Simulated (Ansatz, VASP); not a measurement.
# One calculation of MgS, two programs

The input INCAR:

```
SYSTEM = MgS
ALGO = Normal ; EDIFF = 1E-8
ENCUT = 520 ; GGA = PE
ISIF = 2 ; ISMEAR = -1
LASPH = .True. ; LCHARG = .False.
LEFG = .True. ; LREAL = .False.
LWAVE = .False. ; NBANDS = 11
NELM = 80 ; PREC = Accurate
SIGMA = 0.01
```

The input KPOINTS:

```
k-points
0
Gamma
  8 8 8
  0 0 0
```

File POSCAR:

```
MgS
1.0
   -0.1040660000      2.5496170000      2.5496170000
    2.5496170000     -0.1040660000      2.5496170000
    2.5496170000      2.5496170000     -0.1040660000
Mg S
1 1
Direct
    0.0000000000      0.0000000000      0.0000000000
    0.5000000000      0.5000000000      0.5000000000
```

Input for Ansatz:

```yaml
crystal:
  lattice:
    - [-0.104066, 2.549617, 2.549617]
    - [2.549617, -0.104066, 2.549617]
    - [2.549617, 2.549617, -0.104066]
  atoms:
    - { symbol: Mg, position: [0.0, 0.0, 0.0] }
    - { symbol: S, position: [0.5, 0.5, 0.5] }
kpoints:
  mp_grid: { grid: [8, 8, 8] }
scf:
  occupations: { method: fermi_dirac, width: 0.01 }
hamiltonian:
  xc: pbe
  pseudopotentials: { kind: paw }
output:
  forces: true
  stress: true
  eigenvalues: true
  efg: { contact_densities: true }
```

Change from the starting cell: equal xy, yz and zx shear strains of -4 %, PAW files.

Alike in both runs: task electric field gradients; functional PBE; k mesh 8 × 8 × 8; occupations fermi-dirac, width 0.01 eV; no spin polarisation.

|  | VASP | Ansatz |
| --- | --- | --- |
| version | VASP 6.6.1 | Ansatz 0.2.0 |
| potentials or method | VASP PAW PBE potentials, release 64 (Mg, S) | PAW with Ansatz's default frozen-core files, scalar-relativistic |
| plane-wave cutoff (eV) | 520 | 420 |
| valence electrons in the cell | 8 | 16 |

```tsv
	VASP	Ansatz	Ansatz less VASP
gap on the k mesh at the Fermi level (eV)	2.37	2.39	+0.013
pressure (GPa)	1.0	1.3	+0.30
traceless stress, the component that is largest in VASP (GPa)	2.06	2.06	-0.004
size of Vzz on the site where it differs most (V/Å²)	1.4	2.2	+0.82
```

VASP's potentials hold 8 valence electrons a cell and Ansatz's 16, so a difference there can come from the potentials and not from the codes.
